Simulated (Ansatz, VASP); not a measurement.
**One calculation of Ti2Te2S, two programs**

```xyz
5
Lattice="1.8176 1.0494 9.9557 -1.8176 1.0494 9.9557 0.0000 -2.0987 9.9557" Properties=species:S:1:pos:R:3 pbc="T T T"
Ti    0.0000    0.0000   11.2075
Ti    0.0000    0.0000   18.6597
Te    0.0000    0.0000   23.0339
Te    0.0000    0.0000    6.8333
S     0.0000    0.0000    0.0000
```

Alike in both runs: functional PBE; k mesh 4 × 4 × 4; occupations gaussian, width 0.15 eV; collinear spin.

Ansatz relaxed the structure, and its values are those at the end. VASP's run is a single point on that final structure, the one shown.

|  | VASP | Ansatz |
| --- | --- | --- |
| version | VASP 6.6.1 | Ansatz 0.2.0 |
| potentials or method | VASP PAW PBE potentials, release 64 (Ti_sv, Te, S), cutoff 500 eV | scalar-relativistic, plane waves, PAW |
| valence electrons in the cell | 42 | 62 |

```csv
,VASP,Ansatz,Ansatz less VASP
gap on the k mesh at the Fermi level (eV),0.10,0.10,+0.002
least direct gap on the mesh (eV),0.10,0.11,+0.001
pressure (GPa),0.0,-0.1,-0.03
rms of the force components (eV/Å),0.007,0.010,+0.0033
net moment per atom (μB),0.00,0.00,0.000
```

VASP's potentials hold 42 valence electrons a cell and Ansatz's 62, so a difference there can come from the potentials and not from the codes. Ansatz's warnings: seeded moment not kept.

The k mesh is coarse, so the values compare programs but aren't converged. Neither program's run includes spin-orbit coupling.
